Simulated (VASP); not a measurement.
# AlAs (F-43m) in VASP: a series of runs

The runs below take AlAs through single point, with PBE.

Program: VASP 6.6.1. These are calculated values, not measurements. Logs are shortened: lines on timing, memory, paths and dates and some standing lists are left out, and cuts for length are marked.

## Step 1: The cell of the first run

Symmetry: F-43m, No. 216, cubic system. The conventional cell has a = 5.728 Å, b = 5.728 Å, c = 5.728 Å, α = 90.00°, β = 90.00°, γ = 90.00°. Within 3.3 Å of Al (site symmetry -43m) lie 4 As at 2.48 Å. Within 3.3 Å of As (site symmetry -43m) lie 4 Al at 2.48 Å.

## Step 2: Single point, PBE

INCAR reads:

```
SYSTEM = AlAs
ALGO = Normal
EDIFF = 1E-7
ENCUT = 520
GGA = PE
ISIF = 2
ISMEAR = 0
LASPH = .True.
LCHARG = .False.
LREAL = Auto
LWAVE = .False.
NBANDS = 46
NELM = 80
PREC = Accurate
SIGMA = 0.01
```

KPOINTS reads:

```
k-points
0
Gamma
  3 3 3
  0 0 0
```

POSCAR reads:

```
AlAs
1.0
    0.0000000000      5.7279123196     -5.7279123196
    5.7279123196      5.7279123196      0.0000000000
    5.7279123196      0.0000000000     -5.7279123196
Al As
8 8
Direct
    0.0000000000      0.0000000000      0.5000000000
    0.0000000000      0.5000000000      0.5000000000
    0.5000000000      0.0000000000      0.5000000000
    0.5000000000      0.5000000000      0.5000000000
    0.0000000000      0.0000000000      1.0000000000
    0.0000000000      0.5000000000      1.0000000000
    0.5000000000      0.0000000000      1.0000000000
    0.5000000000      0.5000000000      1.0000000000
    0.1250000000      0.1250000000      0.1250000000
    0.1250000000      0.6250000000      0.1250000000
    0.6250000000      0.1250000000      0.1250000000
    0.6250000000      0.6250000000      0.1250000000
    0.1250000000      0.1250000000      0.6250000000
    0.1250000000      0.6250000000      0.6250000000
    0.6250000000      0.1250000000      0.6250000000
    0.6250000000      0.6250000000      0.6250000000
```

Potentials or basis: VASP PAW PBE potentials, release 64 (Al, As).

The run is started by

```console
> cat potpaw_PBE.64/Al/POTCAR potpaw_PBE.64/As/POTCAR > POTCAR
> mpirun -np 1 vasp_std > vasp.out
```

OUTCAR:

```text
SYSTEM = AlAs
   EDIFF = 1E-7
   ENCUT = 520
   GGA = PE
   ISIF = 2
   ISMEAR = 0
   LASPH = .True.
   LREAL = Auto
   NELM = 80
   PREC = Accurate

 ion  position               nearest neighbor table
   1  0.000  0.000  0.500-   9 2.48  14 2.48  15 2.48  13 2.48
   2  0.000  0.500  0.500-  10 2.48  13 2.48  16 2.48  14 2.48
   3  0.500  0.000  0.500-  11 2.48  13 2.48  16 2.48  15 2.48
   4  0.500  0.500  0.500-  12 2.48  14 2.48  15 2.48  16 2.48
   5  0.000  0.000  0.000-  10 2.48  11 2.48  13 2.48   9 2.48
   6  0.000  0.500  0.000-   9 2.48  12 2.48  14 2.48  10 2.48
[... 8 lines left out ...]
  15  0.625  0.125  0.625-   1 2.48   4 2.48   7 2.48   3 2.48
  16  0.625  0.625  0.625-   2 2.48   3 2.48   8 2.48   4 2.48
[... 6 lines left out ...]
 A1 = (   0.0000000000,   5.7279123196,  -5.7279123196)
 A2 = (   5.7279123196,   5.7279123196,   0.0000000000)
 A3 = (   5.7279123196,   0.0000000000,  -5.7279123196)

Analysis of symmetry for initial positions (statically):
=====================================================================
 Subroutine PRICEL returns following result:

  LATTYP: Found a face centered cubic cell.
 ALAT       =     5.7279123196

  Lattice vectors:

 A1 = (   0.0000000000,   2.8639561598,  -2.8639561598)
 A2 = (   2.8639561598,   2.8639561598,   0.0000000000)
 A3 = (   2.8639561598,   0.0000000000,  -2.8639561598)

   8 primitive cells build up your supercell.

 Routine SETGRP: Setting up the symmetry group for a
 face centered cubic supercell.

 Subroutine GETGRP returns: Found 24 space group operations
 (whereof 24 operations were pure point group operations)
 out of a pool of 48 trial point group operations.

The static configuration has the point symmetry T_d .

Analysis of symmetry for dynamics (positions and initial velocities):
=====================================================================
 Subroutine PRICEL returns following result:

  LATTYP: Found a face centered cubic cell.
 ALAT       =     5.7279123196

  Lattice vectors:

 A1 = (   0.0000000000,   2.8639561598,  -2.8639561598)
 A2 = (   2.8639561598,   2.8639561598,   0.0000000000)
 A3 = (   2.8639561598,   0.0000000000,  -2.8639561598)

   8 primitive cells build up your supercell.

 Routine SETGRP: Setting up the symmetry group for a
 face centered cubic supercell.

 Subroutine GETGRP returns: Found 24 space group operations
 (whereof 24 operations were pure point group operations)
[... 84 lines left out ...]
   NSW    =      0    number of steps for IOM
   IBRION =     -1    ionic relax: 0-MD 1-quasi-New 2-CG
   NFREE  =      0    steps in history (QN), initial steepest desc. (CG)
   ISIF   =      2    stress and relaxation
   ISYM   =      2    0-nonsym 1-usesym 2-fastsym
   POTIM  = 0.5000    time-step for ionic-motion
   TEBEG  =    0.0;   TEEND  =   0.0 temperature during run
   PSTRESS=    0.0 pullay stress
   NELECT =      64.0000    total number of electrons
   NUPDOWN=      -1.0000    fix difference up-down
   EMIN   =  10.00;   EMAX   =-10.00  energy-range for DOS
   EFERMI =   0.00;   METHOD = LEGACY
   ISMEAR =     0;   SIGMA  =   0.01  broadening in eV -4-tet -1-fermi 0-gaus
   EFERMI_NEDOS =   21; number of points for ismear=-14 and -15
   IALGO  =     38    algorithm
   IMIX   =      4    mixing-type and parameters
     AMIX     =   0.40;   BMIX     =  1.00
     AMIX_MAG =   1.60;   BMIX_MAG =  1.00
  volume/ion in A,a.u.               =      23.49       158.52
  Fermi-wavevector in a.u.,A,eV,Ry     =   0.907392  1.714723 11.202506  0.823361
  Thomas-Fermi vector in A             =   2.031194
   LORBIT       =      0    0 simple, 1 ext, 2 COOP (PROOUT), +10 PAW based schemes
   GGA     = PE    functional components
   LHFCALC =     F    Hartree Fock is set to
   AEXX    =    0.0000 exact exchange contribution
   IVDW    =     0    specifies the selected vdW correction
   LEPSILON=     F    determine dielectric tensor
   LRPA    =     F    only Hartree local field effects (RPA)
 non-spin polarized calculation
 Gauss-broadening in eV      SIGMA  =   0.01
  energy-cutoff  :      520.00
  volume of cell :      375.85
 maximum number of plane-waves:     10134
   NGX = 31   NGY = 31   NGZ = 31

 number of electron      63.9999991 magnetization

 Free energy of the ion-electron system (eV)
  ---------------------------------------------------
  ext. energy  EPLUGINS =         0.00000000
  ---------------------------------------------------
  free energy    TOTEN  =       -75.02729687 eV

  energy without entropy =      -75.02729687  energy(sigma->0) =      -75.02729687

 E-fermi :   3.6807     XC(G=0):  -8.9019

 val. band max:        3.5992076678   @ k =   0.0000   0.0000   0.0000
 cond. band min:       5.0903770502   @ k =   0.0000   0.0000   0.0000
 fundamental gap:      1.4911693824
 Fermi energy:         3.6806575000

 k-point     1 :       0.0000    0.0000    0.0000
  band No.  band energies     occupation
      1      -8.0717      2.00000
      2      -6.7304      2.00000
      3      -6.7304      2.00000
      4      -6.7304      2.00000
      5      -6.7304      2.00000
      6      -6.2124      2.00000
[... 177 lines left out ...]
     43       8.0141      0.00000
     44       8.0141      0.00000
 [bands above 44 left out]

------------------------ aborting loop because EDIFF is reached ----------------------------------------

  FORCE on cell =-STRESS in cart. coord.  units (eV):
  Direction    XX          YY          ZZ          XY          YZ          ZX
  --------------------------------------------------------------------------------------
  -------------------------------------------------------------------------------------
  Total        0.4613563      0.4613563      0.4613563      0.0000000      0.0000000      0.0000000
  in kB        1.9666539      1.9666539      1.9666539      0.0000000      0.0000000      0.0000000
  external PRESSURE =       1.9666539 kB  Pullay stress =       0.0000000 kB

 VOLUME and BASIS-vectors are now :
 -----------------------------------------------------------------------------
  energy-cutoff  :      520.00
  volume of cell :      375.85
      direct lattice vectors                 reciprocal lattice vectors
     0.000000000  5.727912320 -5.727912320    -0.087291839  0.087291839 -0.087291839
     5.727912320  5.727912320  0.000000000     0.087291839  0.087291839  0.087291839
     5.727912320  0.000000000 -5.727912320     0.087291839 -0.087291839 -0.087291839

 POSITION                                       TOTAL-FORCE (eV/Angst)
 -----------------------------------------------------------------------------------
      2.86396      0.00000     -2.86396         0.000000     -0.000000      0.000000
      5.72791      2.86396     -2.86396        -0.000000      0.000000     -0.000000
      2.86396      2.86396     -5.72791         0.000000     -0.000000      0.000000
      5.72791      5.72791     -5.72791         0.000000      0.000000     -0.000000
      0.00000      0.00000      0.00000         0.000000      0.000000     -0.000000
      2.86396      2.86396      0.00000        -0.000000     -0.000000     -0.000000
[... 8 lines left out ...]
      4.29593      4.29593     -7.15989        -0.000000     -0.000000     -0.000000
      7.15989      7.15989     -7.15989         0.000000     -0.000000      0.000000
 -----------------------------------------------------------------------------------
    total drift:                               -0.000001     -0.000001      0.000001

  FREE ENERGIE OF THE ION-ELECTRON SYSTEM (eV)
  ---------------------------------------------------
  free  energy   TOTEN  =       -75.0272968711 eV

  energy  without entropy=      -75.0272968711  energy(sigma->0) =      -75.02729687
```

It took 2.4 min on 1 thread of AMD EPYC 7R13 (Zen 3), shared host; peak memory 0.43 GiB.

Results:

| Property | Result |
| --- | --- |
| Free energy | -75.0273 eV |
| Pressure | 0.2 GPa |
| Band gap on the k mesh | 1.49 eV |

Levels at points of the mesh, in eV from the valence-band top:
| k point | band 30 | band 31 | band 32 | band 33 | band 34 | band 35 |
| --- | --- | --- | --- | --- | --- | --- |
| (0.00, 0.00, 0.00) | 0.00 | 0.00 | 0.00 | 1.49 | 1.49 | 1.49 |

As with any semilocal functional, this PBE gap is likely too small.

## Step 3: Single point, PBE

This run uses another cell than the first one: it holds 32 atoms, not 16.

INCAR reads:

```
SYSTEM = AlAs
PREC = Accurate ; ENCUT = 520
EDIFF = 1E-7 ; ISMEAR = 0
SIGMA = 0.01 ; LREAL = Auto
LASPH = .TRUE. ; NELM = 100
ALGO = Normal ; ISIF = 2
LWAVE = .FALSE. ; LCHARG = .FALSE.
GGA = PE ; NBANDS = 86
```

KPOINTS reads:

```
Automatic mesh
0
G
  3 3 3
  0 0 0
```

POSCAR reads:

```
AlAs
1.0
   -5.7279123196      5.7279123196     -5.7279123196
   -5.7279123196     -5.7279123196      5.7279123196
    5.7279123196      5.7279123196      5.7279123196
Al As
16 16
Direct
    0.7500000000      0.7500000000      0.5000000000
    0.5000000000      0.0000000000      0.5000000000
    0.5000000000      0.7500000000      0.7500000000
    0.2500000000      0.2500000000      0.5000000000
    0.2500000000      0.0000000000      0.7500000000
    0.2500000000      0.7500000000      0.0000000000
    0.0000000000      0.5000000000      0.5000000000
    0.0000000000      0.2500000000      0.7500000000
    0.0000000000      0.0000000000      0.0000000000
    0.0000000000      0.7500000000      0.2500000000
    0.7500000000      0.5000000000      0.7500000000
    0.7500000000      0.2500000000      0.0000000000
    0.7500000000      0.0000000000      0.2500000000
    0.5000000000      0.5000000000      0.0000000000
    0.5000000000      0.2500000000      0.2500000000
    0.2500000000      0.5000000000      0.2500000000
    0.0000000000      0.0000000000      0.7500000000
    0.7500000000      0.2500000000      0.7500000000
    0.7500000000      0.0000000000      0.0000000000
    0.5000000000      0.5000000000      0.7500000000
    0.5000000000      0.2500000000      0.0000000000
    0.5000000000      0.0000000000      0.2500000000
    0.2500000000      0.7500000000      0.7500000000
    0.2500000000      0.5000000000      0.0000000000
    0.2500000000      0.2500000000      0.2500000000
    0.2500000000      0.0000000000      0.5000000000
    0.0000000000      0.7500000000      0.0000000000
    0.0000000000      0.5000000000      0.2500000000
    0.0000000000      0.2500000000      0.5000000000
    0.7500000000      0.7500000000      0.2500000000
    0.7500000000      0.5000000000      0.5000000000
    0.5000000000      0.7500000000      0.5000000000
```

Potentials or basis: VASP PAW PBE potentials, release 64 (Al, As).

The run is started by

```console
> cat potpaw_PBE.64/Al/POTCAR potpaw_PBE.64/As/POTCAR > POTCAR
> mpirun -np 1 vasp_std > vasp.out
```

OUTCAR:

```text
SYSTEM = AlAs
   PREC = Accurate
   ENCUT = 520
   EDIFF = 1E-7
   ISMEAR = 0
   LREAL = Auto
   LASPH = .TRUE.
   NELM = 100
   ISIF = 2
   GGA = PE

 ion  position               nearest neighbor table
   1  0.750  0.750  0.500-  17 2.48  30 2.48  31 2.48  32 2.48
   2  0.500  0.000  0.500-  18 2.48  22 2.48  26 2.48  32 2.48
   3  0.500  0.750  0.750-  19 2.48  20 2.48  23 2.48  32 2.48
   4  0.250  0.250  0.500-  20 2.48  25 2.48  26 2.48  29 2.48
   5  0.250  0.000  0.750-  17 2.48  21 2.48  23 2.48  26 2.48
   6  0.250  0.750  0.000-  22 2.48  23 2.48  24 2.48  27 2.48
[... 24 lines left out ...]
  31  0.750  0.500  0.500-   1 2.48   7 2.48  11 2.48  15 2.48
  32  0.500  0.750  0.500-   1 2.48   2 2.48   3 2.48  16 2.48

  LATTYP: Found a body centered cubic cell.
 ALAT       =    11.4558246392

  Lattice vectors:

 A1 = (  -5.7279123196,   5.7279123196,  -5.7279123196)
 A2 = (  -5.7279123196,  -5.7279123196,   5.7279123196)
 A3 = (   5.7279123196,   5.7279123196,   5.7279123196)

Analysis of symmetry for initial positions (statically):
=====================================================================
 Subroutine PRICEL returns following result:

  LATTYP: Found a face centered cubic cell.
 ALAT       =     5.7279123196

  Lattice vectors:

 A1 = (   0.0000000000,  -2.8639561598,   2.8639561598)
 A2 = (   2.8639561598,  -2.8639561598,   0.0000000000)
 A3 = (   2.8639561598,   0.0000000000,   2.8639561598)

  16 primitive cells build up your supercell.

 Routine SETGRP: Setting up the symmetry group for a
 body centered cubic supercell.

 Subroutine GETGRP returns: Found 24 space group operations
 (whereof 24 operations were pure point group operations)
 out of a pool of 48 trial point group operations.

The static configuration has the point symmetry T_d .

Analysis of symmetry for dynamics (positions and initial velocities):
=====================================================================
[... 123 lines left out ...]
   LORBIT       =      0    0 simple, 1 ext, 2 COOP (PROOUT), +10 PAW based schemes
   GGA     = PE    functional components
   LHFCALC =     F    Hartree Fock is set to
   AEXX    =    0.0000 exact exchange contribution
   IVDW    =     0    specifies the selected vdW correction
   LEPSILON=     F    determine dielectric tensor
   LRPA    =     F    only Hartree local field effects (RPA)
 non-spin polarized calculation
 Gauss-broadening in eV      SIGMA  =   0.01
  energy-cutoff  :      520.00
  volume of cell :      751.71
 maximum number of plane-waves:     20250
 NGX is ok and might be reduce to    80

 number of electron     128.0000002 magnetization

 Free energy of the ion-electron system (eV)
  ---------------------------------------------------
  ext. energy  EPLUGINS =         0.00000000
  ---------------------------------------------------
  free energy    TOTEN  =      -150.22629762 eV

  energy without entropy =     -150.22629762  energy(sigma->0) =     -150.22629762

 E-fermi :   3.6875     XC(G=0):  -8.9050

 val. band max:        3.5930237492   @ k =   0.0000   0.0000   0.0000
 cond. band min:       5.0880921779   @ k =   0.0000   0.0000   0.0000
 fundamental gap:      1.4950684287
 Fermi energy:         3.6875462517

 k-point     1 :       0.0000    0.0000    0.0000
  band No.  band energies     occupation
      1      -8.0780      2.00000
      2      -6.8097      2.00000
      3      -6.8097      2.00000
      4      -6.8097      2.00000
      5      -6.8097      2.00000
      6      -6.8097      2.00000
[... 305 lines left out ...]
     75       6.7656      0.00000
     76       6.7656      0.00000
 [bands above 76 left out]

------------------------ aborting loop because EDIFF is reached ----------------------------------------

  FORCE on cell =-STRESS in cart. coord.  units (eV):
  Direction    XX          YY          ZZ          XY          YZ          ZX
  --------------------------------------------------------------------------------------
  -------------------------------------------------------------------------------------
  Total        0.8473729      0.8473729      0.8473729      0.0000000     -0.0000000      0.0000000
  in kB        1.8060763      1.8060763      1.8060763      0.0000000     -0.0000000      0.0000000
  external PRESSURE =       1.8060763 kB  Pullay stress =       0.0000000 kB

 VOLUME and BASIS-vectors are now :
 -----------------------------------------------------------------------------
  energy-cutoff  :      520.00
  volume of cell :      751.71
      direct lattice vectors                 reciprocal lattice vectors
    -5.727912320  5.727912320 -5.727912320    -0.087291839  0.087291839  0.000000000
    -5.727912320 -5.727912320  5.727912320    -0.087291839  0.000000000  0.087291839
     5.727912320  5.727912320  5.727912320     0.000000000  0.087291839  0.087291839

 POSITION                                       TOTAL-FORCE (eV/Angst)
 -----------------------------------------------------------------------------------
     -5.72791      2.86396      2.86396         0.000000      0.000000     -0.000000
      0.00000      5.72791      0.00000         0.000000      0.000000     -0.000000
     -2.86396      2.86396      5.72791         0.000000      0.000000     -0.000000
      0.00000      2.86396      2.86396         0.000000      0.000000     -0.000000
      2.86396      5.72791      2.86396         0.000000      0.000000     -0.000000
     -5.72791     -2.86396      2.86396         0.000000      0.000000     -0.000000
[... 24 lines left out ...]
     -4.29593      4.29593      1.43198        -0.000000     -0.000000      0.000000
     -4.29593      1.43198      4.29593        -0.000000     -0.000000      0.000000
 -----------------------------------------------------------------------------------
    total drift:                               -0.000002      0.000002      0.000002

  FREE ENERGIE OF THE ION-ELECTRON SYSTEM (eV)
  ---------------------------------------------------
  free  energy   TOTEN  =      -150.2262976242 eV

  energy  without entropy=     -150.2262976242  energy(sigma->0) =     -150.22629762
```

OSZICAR:

```text
N       E                     dE             d eps       ncg     rms          rms(c)
DAV:   1     0.441321911649E+03    0.44132E+03   -0.46468E+04   688   0.120E+03
DAV:   2    -0.103663254492E+03   -0.54499E+03   -0.51439E+03   840   0.175E+02
DAV:   3    -0.152433688678E+03   -0.48770E+02   -0.48255E+02   848   0.519E+01
DAV:   4    -0.153624682052E+03   -0.11910E+01   -0.11854E+01   824   0.908E+00
DAV:   5    -0.153654943091E+03   -0.30261E-01   -0.30232E-01   860   0.146E+00    0.125E+01
DAV:   6    -0.150698862995E+03    0.29561E+01   -0.51668E+00   786   0.427E+00    0.724E+00
DAV:   7    -0.150215333276E+03    0.48353E+00   -0.25759E+00   778   0.310E+00    0.241E+00
DAV:   8    -0.150220640679E+03   -0.53074E-02   -0.16539E-01   756   0.937E-01    0.455E-01
DAV:   9    -0.150224808593E+03   -0.41679E-02   -0.69236E-03   816   0.243E-01    0.192E-01
DAV:  10    -0.150226279327E+03   -0.14707E-02   -0.22841E-03   748   0.126E-01    0.611E-02
DAV:  11    -0.150226292442E+03   -0.13115E-04   -0.16269E-04   866   0.273E-02    0.246E-02
DAV:  12    -0.150226295349E+03   -0.29069E-05   -0.35935E-05   748   0.149E-02    0.382E-03
DAV:  13    -0.150226297900E+03   -0.25513E-05   -0.65844E-06   826   0.550E-03    0.779E-03
DAV:  14    -0.150226297622E+03    0.27783E-06   -0.10942E-06   788   0.206E-03    0.206E-03
DAV:  15    -0.150226297624E+03   -0.18126E-08   -0.26132E-07   422   0.103E-03
   1 F= -.15022630E+03 E0= -.15022630E+03  d E =-.988773E-42
```

Run time: 5.5 min. Hardware: 1 thread of Intel Xeon 6975P-C (Granite Rapids), shared host; peak memory 0.97 GiB.

What came out:

```
Free energy            : -150.2263 eV
Pressure               : 0.2 GPa
Band gap on the k mesh : 1.50 eV
```

[end of part 1 of 2]
